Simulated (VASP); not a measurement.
Set up this calculation in VASP 6.6.1, as the native input.

```
Task                   : single point
Functional             : PBE
Potentials or basis    : VASP PAW PBE potentials, release 64 (Sb, Se)
Cutoff                 : 520 eV
k mesh                 : 4 × 4 × 4
Occupations            : fermi-dirac, width 0.05 eV
Spin                   : no spin polarisation
Dipole correction      : no
Further INCAR settings : ALGO = Normal; EDIFF = 1e-06; NBANDS = 27
```

The structure of Sb6Se lies in POSCAR:

```
Sb6Se
1.0
    7.5615429733      0.0000000000      0.0000000000
    0.0000000000      7.5615429733      0.0000000000
    0.0000000000      0.0000000000      7.5615429733
Sb Se
6 1
Direct
    0.2111600000      0.5000000000      0.5000000000
    0.5000000000      0.2111600000      0.5000000000
    0.7888400000      0.5000000000      0.5000000000
    0.5000000000      0.7888400000      0.5000000000
    0.5000000000      0.5000000000      0.2111600000
    0.5000000000      0.5000000000      0.7888400000
    0.0000000000      0.0000000000      0.0000000000
```

The input as run:

INCAR

```
SYSTEM = Sb6Se
PREC     = Accurate       ! precision mode
ENCUT    = 520            ! plane-wave cutoff, eV
EDIFF    = 1E-6           ! SCF threshold, eV
ISMEAR   = -1             ! smearing method
SIGMA    = 0.05           ! smearing width, eV
LREAL    = .False.        ! projectors in reciprocal space
LASPH    = .True.         ! aspherical terms in the spheres
NELM     = 60             ! most SCF steps
ALGO     = Normal         ! electronic algorithm
ISIF     = 2              ! what is computed and relaxed
LWAVE    = .False.        ! write WAVECAR
LCHARG   = .False.        ! write CHGCAR
GGA      = PE             ! functional
NBANDS   = 27             ! bands
```

KPOINTS

```
Automatic mesh
0
Gamma
  4 4 4
  0 0 0
```

Potentials or basis: VASP PAW PBE potentials, release 64 (Sb, Se).

Command:

```sh
$ cat potpaw_PBE.64/Sb/POTCAR potpaw_PBE.64/Se/POTCAR > POTCAR
$ mpirun -np 1 vasp_std > vasp.out
```

Results of the run:

```
Pressure               : -0.7 GPa
Largest force          : 0.267 eV/Å
Band gap on the k mesh : zero (band 18 reaches 1.11 eV, above the bottom of band 19 at 0.44 eV)
```

Caveat: spin-orbit coupling is left out, which moves the levels of the heavy elements.

Run time: 2.6 min on 1 thread of Intel(R) Xeon(R) Platinum 8259CL CPU @ 2.50GHz (Skylake/Cascade Lake), with other jobs on the host, peak memory 0.48 GiB.
